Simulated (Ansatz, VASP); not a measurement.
# One calculation of MgI2, two programs

File INCAR:

```
PREC = Accurate
ENCUT = 520
EDIFF = 1E-7
ISMEAR = -1
SIGMA = 0.02
LREAL = False
LASPH = True
NELM = 100
ALGO = Normal
ISIF = 2
LWAVE = False
LCHARG = False
GGA = PS
NBANDS = 15
```

File KPOINTS:

```
regular mesh
0
Gamma
  3 3 1
```

Contents of POSCAR:

```
MgI2
1.0
    4.1400000000      0.0000000000      0.0000000000
   -2.0700000000      3.5853451717      0.0000000000
    0.0000000000      0.0000000000      6.8800000000
Mg I
1 2
Direct
    0.0000000000      0.0000000000      0.0000000000
    0.3333333333      0.6666666667      0.2500000000
    0.6666666667      0.3333333333      0.7500000000
```

Input for Ansatz:

```yaml
crystal:
  lattice:
    a: 4.14
    b: 4.14
    c: 6.88
    alpha: 90.0
    beta: 90.0
    gamma: 120.0
  space_group: 164
  atoms:
    - { symbol: Mg, position: [0.0, 0.0, 0.0] }
    - { symbol: I, position: [0.3333333333333333, 0.6666666666666666, 0.25] }
basis:
  ecutwfc: 420.0
kpoints:
  mp_grid:
    grid: [3, 3, 1]
hamiltonian:
  xc: pbesol
  pseudopotentials:
    kind: paw
    azcp:
      folder: soft_1
scf:
  occupations:
    method: fermi_dirac
    width: 0.02
output:
  forces: true
  stress: true
```

Alike in both runs: task single point; functional PBEsol; k mesh 3 × 3 × 1; occupations fermi-dirac, width 0.02 eV; no spin polarisation.

|  | VASP | Ansatz |
| --- | --- | --- |
| version | VASP 6.6.1 | Ansatz 0.2.0 |
| potentials or method | VASP PAW PBE potentials, release 64 (Mg, I), cutoff 520 eV | plane waves, PAW |
| valence electrons in the cell | 16 | 44 |

|  | VASP | Ansatz | Ansatz less VASP |
| --- | --- | --- | --- |
| pressure (GPa) | -0.5 | -0.5 | +0.03 |
| traceless stress, the component that is largest in VASP (GPa) | -2.14 | -2.14 | +0.001 |
| rms of the force components (eV/Å) | 0.130 | 0.127 | -0.0023 |

VASP's potentials were made for PBE, not for PBEsol, and Ansatz warns of the same on its side. Atom by atom the forces differ by 0.002 eV/Å (rms over components). VASP's potentials hold 16 valence electrons a cell and Ansatz's 44, so a difference there can come from the potentials and not from the codes.

The k mesh is coarse, so the values compare programs but aren't converged. Neither program's run includes spin-orbit coupling.
